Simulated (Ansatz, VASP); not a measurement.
# Two plane-wave programs on BP

Contents of INCAR:

```
PREC = Accurate
ENCUT = 450
EDIFF = 1E-7
ISMEAR = 0
SIGMA = 0.02
LREAL = F
LASPH = T
NELM = 120
ALGO = Normal
ISIF = 2
LWAVE = F
LCHARG = F
GGA = PS
IBRION = 2
NSW = 60
EDIFFG = -0.002
GGA_COMPAT = F
NELMIN = 4
```

KPOINTS

```
Automatic mesh
0
Gamma
  10 10 10
```

File POSCAR:

```
BP
1.0
    0.0000000000      2.2375332127      2.2736953656
    2.2375332127      0.0000000000      2.2736953656
    2.2375332127      2.2375332127      0.0000000000
B P
1 1
Direct
    0.0000000000      0.0000000000      0.0000000000
    0.2500000000      0.2500000000      0.2500000000
```

Input for Ansatz:

```yaml
crystal:
  lattice:
    - [0.0, 2.237533258, 2.2736954116]
    - [2.237533258, 0.0, 2.2736954116]
    - [2.237533258, 2.237533258, 0.0]
  atoms:
    - { symbol: B, position: [0.0, 0.0, 0.0] }
    - { symbol: P, position: [0.25, 0.25, 0.25] }
basis:
  ecutwfc: 420
kpoints:
  mp_grid: { grid: [10, 10, 10] }
hamiltonian:
  xc: pbesol
  pseudopotentials: { kind: paw, azcp: { folder: soft_1 } }
scf:
  occupations: { method: gaussian, width: 0.02 }
output:
  forces: true
  stress: true
  eigenvalues: true
  write_density: true
  write_potential: true
  elf: true
  volumetric_format: npy
relax:
  adjacent_minimum: "off"
  f_tol: 0.002
  max_steps: 40
```

Change from the starting cell: strained cell.

Alike in both runs: task relaxation of the atoms; functional PBEsol; k mesh 10 × 10 × 10; occupations gaussian, width 0.02 eV; no spin polarisation.

```csv
,VASP,Ansatz
version,VASP 6.6.1,Ansatz 0.2.0
potentials or method,"VASP PAW PBE potentials, release 64 (B, P), cutoff 450 eV","scalar-relativistic, plane waves, PAW"
valence electrons in the cell,8,8
```

```csv
,VASP,Ansatz,Ansatz less VASP
"gap on the k mesh at the Fermi level, each at its own relaxed structure (eV)",0.97,0.98,+0.004
```

VASP's potentials were made for PBE, not for PBEsol, and Ansatz warns of the same on its side. Ansatz's warnings: stress scf threshold loose.

Noted on VASP's run: the relaxation stopped at its first step, so nothing moved.
